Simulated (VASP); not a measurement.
Crystal: MgO.

```xyz
2
Lattice="0.0000 2.1351 2.1351 2.1351 0.0000 2.1351 2.1351 2.1351 0.0000" Properties=species:S:1:pos:R:3 pbc="T T T"
Mg    0.0000    0.0000    0.0000
O     2.1351    2.1351    2.1351
```

| Property | Result |
| --- | --- |
| Program | VASP 6.6.1 |
| Task | relaxation of cell and atoms |
| Functional | LDA |
| Potentials or basis | VASP PAW LDA potentials, release 64 (Mg_sv, O) |
| Cutoff | 750 eV |
| k mesh | 8 × 8 × 8 |
| Occupations | gaussian, width 0.1 eV |
| Spin | no spin polarisation |

At the start: pressure -11.7 GPa; volume 9.73 Å³/atom.

Problem. How do energy, volume and symmetry change on relaxing?

Solution. Over 3 steps the energy falls by 28.1 meV/atom and the volume is 9.01 Å³/atom (-7.4 %); space group Fm-3m (No. 225, to 0.1 Å) before and after.

Step by step:
```csv
step,energy change (eV),largest force (eV/Å),pressure (GPa),volume (Å³)
1,0.0000,0.0000,-11.68,19.47
2,-0.0485,0.0000,5.13,17.54
3,-0.0562,0.0000,0.04,18.02
```

Final structure:
```
CELL_PARAMETERS angstrom
0.00000 2.08094 2.08094
2.08094 0.00000 2.08094
2.08094 2.08094 0.00000
ATOMIC_POSITIONS crystal
Mg 0.00000 0.00000 0.00000
O 0.50000 0.50000 0.50000
```
